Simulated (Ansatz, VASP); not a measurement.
# Two plane-wave programs on Nb

Contents of POSCAR:

```
Nb
1.0
    0.0000000000      2.2842000000      2.1150000000
    2.2842000000      0.0000000000      2.1150000000
    2.2842000000      2.2842000000      0.0000000000
Nb
1
Direct
    0.0000000000      0.0000000000      0.0000000000
```

File INCAR.step1:

```
PREC     = Accurate       # precision mode
ENCUT    = 520            # plane-wave cutoff, eV
ISMEAR   = 0              # smearing method
SIGMA    = 0.15           # smearing width, eV
LREAL    = F              # projectors in reciprocal space
LASPH    = T              # aspherical terms in the spheres
NELM     = 60             # most SCF steps
NBANDS   = 12             # bands
GGA      = PE             # functional
ALGO     = Normal         # electronic algorithm
EDIFF    = 1E-4           # SCF threshold, eV
LWAVE    = T              # write WAVECAR
LCHARG   = F              # write CHGCAR
```

File INCAR.step2:

```
PREC     = Accurate       # precision mode
ENCUT    = 520            # plane-wave cutoff, eV
EDIFF    = 1E-7           # SCF threshold, eV
ISMEAR   = 0              # smearing method
SIGMA    = 0.15           # smearing width, eV
LREAL    = F              # projectors in reciprocal space
LASPH    = T              # aspherical terms in the spheres
NELM     = 60             # most SCF steps
ALGO     = Normal         # electronic algorithm
ISIF     = 2              # what is computed and relaxed
LWAVE    = F              # write WAVECAR
LCHARG   = T              # write CHGCAR
METAGGA  = R2SCAN         # meta-GGA
LMIXTAU  = T            
LELF     = T              # ELF
LVHAR    = T            
NBANDS   = 12             # bands
ISTART   = 1
```

File KPOINTS:

```
Automatic mesh
0
Gamma
  20 20 20
```

Input for Ansatz:

```yaml
crystal:
  lattice:
    - [0.0, 2.2842, 2.115]
    - [2.2842, 0.0, 2.115]
    - [2.2842, 2.2842, 0.0]
  atoms:
    - { symbol: Nb, position: [0.0, 0.0, 0.0] }
basis:
  ecutwfc: 500
kpoints:
  mp_grid: { grid: [20, 20, 20] }
hamiltonian:
  xc: r2scan
scf:
  occupations: { method: gaussian, width: 0.15 }
output:
  forces: true
  stress: true
  eigenvalues: true
```

Change from the starting cell: strain +0.080 along x and y, +0.000 along z, atoms carried along.

Alike in both runs: task single point; functional r2SCAN; k mesh 20 × 20 × 20; occupations gaussian, width 0.15 eV; no spin polarisation.

|  | VASP | Ansatz |
| --- | --- | --- |
| version | VASP 6.6.1 | Ansatz 0.2.0 |
| potentials or method | VASP PAW PBE potentials, release 64 (Nb_sv), cutoff 520 eV | scalar-relativistic, plane waves, PAW |
| valence electrons in the cell | 13 | 13 |

```tsv
	VASP	Ansatz	Ansatz less VASP
gap on the k mesh at the Fermi level (eV)	none	none	-
pressure (GPa)	-21.5	-21.3	+0.16
traceless stress, the component that is largest in VASP (GPa)	-6.52	-6.54	-0.026
```

VASP's potentials were made for PBE, not for r2SCAN. A gap of «none» marks a metal or a gap that the smearing closes.
